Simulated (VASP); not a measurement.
# InAs (R-3m) in VASP: further runs, part 2 of 2

VASP 6.6.1.

### 3 Single point, r2SCAN

This run uses another cell than the first one, of the same volume but with other edges.

File POSCAR:

```
InAs
1.0
   -0.6235525200      2.6017191353      2.6017191353
    2.6017191353     -0.6235525200      2.6017191353
    2.6017191353      2.6017191353     -0.6235525200
In As
1 1
Direct
    0.5000000000      0.5000000000      0.5000000000
    0.0000000000      0.0000000000      0.0000000000
```

File INCAR.step1:

```
PREC = Accurate
ENCUT = 520
ISMEAR = 0
SIGMA = 0.15
LREAL = False
LASPH = True
NELM = 100
NBANDS = 16
GGA = PE
ALGO = Normal
EDIFF = 1E-4
LWAVE = True
LCHARG = False
```

File INCAR.step2:

```
PREC = Accurate
ENCUT = 520
EDIFF = 1E-6
ISMEAR = 0
SIGMA = 0.15
LREAL = False
LASPH = True
NELM = 100
ALGO = Normal
ISIF = 2
LWAVE = False
LCHARG = False
METAGGA = R2SCAN
LMIXTAU = True
NBANDS = 16
ISTART = 1
```

File KPOINTS:

```
regular mesh
0
Gamma
  16 16 16
```

Potentials or basis: VASP PAW PBE potentials, release 64 (In_d, As).

Started as:

```sh
cat potpaw_PBE.64/In_d/POTCAR potpaw_PBE.64/As/POTCAR > POTCAR
cp INCAR.step1 INCAR
mpirun -np 1 vasp_std > vasp.out
cp INCAR.step2 INCAR
mpirun -np 1 vasp_std > vasp.out
```

OUTCAR:

```text
PREC = Accurate
   ENCUT = 520
   EDIFF = 1E-6
   ISMEAR = 0
   LREAL = False
   LASPH = True
   NELM = 100
   ISIF = 2
   METAGGA = R2SCAN
   ISTART = 1

 ion  position               nearest neighbor table
   1  0.500  0.500  0.500-   2 2.95   2 2.95   2 2.95   2 2.95   2 2.95   2 2.95
   2  0.000  0.000  0.000-   1 2.95   1 2.95   1 2.95   1 2.95   1 2.95   1 2.95

  LATTYP: Found a trigonal (rhomboedric) cell.
 ALAT       =     3.7318497643
 COS(alpha) =     0.2530624440

  Lattice vectors:

 A1 = (  -0.6235525200,   2.6017191353,   2.6017191353)
[... 627 lines left out ...]
      5      -8.9529      2.00000
      6      -6.6154      2.00000
[... 8 lines left out ...]
     15      14.8011      0.00000
     16      17.7664      0.00000

 [... further k-points ...]
[... 5 lines left out ...]
  --------------------------------------------------------------------------------------
  -------------------------------------------------------------------------------------
  Total       -0.6424091     -0.6424091     -0.6424091      1.1233315      1.1233315      1.1233315
  in kB      -21.6040412    -21.6040412    -21.6040412     37.7773306     37.7773306     37.7773306
  external PRESSURE =     -21.6040412 kB  Pullay stress =       0.0000000 kB

 VOLUME and BASIS-vectors are now :
 -----------------------------------------------------------------------------
  energy-cutoff  :      520.00
  volume of cell :       47.64
      direct lattice vectors                 reciprocal lattice vectors
    -0.623552520  2.601719135  2.601719135    -0.133918916  0.176132487  0.176132487
     2.601719135 -0.623552520  2.601719135     0.176132487 -0.133918916  0.176132487
     2.601719135  2.601719135 -0.623552520     0.176132487  0.176132487 -0.133918916

 POSITION                                       TOTAL-FORCE (eV/Angst)
 -----------------------------------------------------------------------------------
      2.28994      2.28994      2.28994         0.000000      0.000000      0.000000
      0.00000      0.00000      0.00000        -0.000000     -0.000000     -0.000000
 -----------------------------------------------------------------------------------
    total drift:                                0.000000      0.000000      0.000000

  FREE ENERGIE OF THE ION-ELECTRON SYSTEM (eV)
  ---------------------------------------------------
  free  energy   TOTEN  =       -37.0666572380 eV

  energy  without entropy=      -37.0510701504  energy(sigma->0) =      -37.05886369
```

OUTCAR.step1:

```text
PREC = Accurate
   ENCUT = 520
   ISMEAR = 0
   LREAL = False
   LASPH = True
[... 678 lines left out ...]
      2.28994      2.28994      2.28994        -0.000000      0.000000     -0.000000
      0.00000      0.00000      0.00000         0.000000     -0.000000      0.000000
 -----------------------------------------------------------------------------------
    total drift:                                0.000000      0.000000      0.000000

  FREE ENERGIE OF THE ION-ELECTRON SYSTEM (eV)
  ---------------------------------------------------
  free  energy   TOTEN  =        -6.9519146291 eV

  energy  without entropy=       -6.9347942109  energy(sigma->0) =       -6.94335442
```

It took 6.7 min on 1 thread of AMD EPYC 9R45 (Zen 5), shared host; peak memory 0.41 GiB.

What came out:

| Item | Value |
| --- | --- |
| Free energy | -37.0667 eV |
| Pressure | -2.2 GPa |
| Band gap on the k mesh | zero (bands 9 and 10 overlap by 1.79 eV) |

Stress tensor (GPa, compression positive):
```
-2.16  3.78  3.78
 3.78 -2.16  3.78
 3.78  3.78 -2.16
```

Caveat: the PAW data sets were made with another functional, which shifts forces and pressure a little; spin-orbit coupling is left out, which moves the levels of the heavy elements.
